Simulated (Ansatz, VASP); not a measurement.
**Ca in VASP and in Ansatz**

```
Ca
1.0
     0.00000    2.75275    2.75275
     2.75275    0.00000    2.75275
     2.75275    2.75275    0.00000
Ca
1
Cartesian
  0.0000 0.0000 0.0000
```

Alike in both runs: task relaxation of cell and atoms; functional PBE; k mesh 14 × 14 × 14; occupations gaussian, width 0.1 eV; no spin polarisation.

|  | VASP | Ansatz |
| --- | --- | --- |
| version | VASP 6.6.1 | Ansatz 0.2.0 |
| potentials or method | VASP PAW PBE potentials, release 64 (Ca_sv), cutoff 600 eV | scalar-relativistic, plane waves, PAW |
| valence electrons in the cell | 10 | 10 |

```tsv
	VASP	Ansatz	Ansatz less VASP
gap on the k mesh at the Fermi level, each at its own relaxed structure (eV)	none	none	-
relaxed volume (Å³/atom)	42.27	42.19	-0.083
relaxed length of the cell vector where the two differ most in proportion (Å)	3.910	3.907	-0.0026
```

A gap of «none» marks a metal or a gap that the smearing closes.
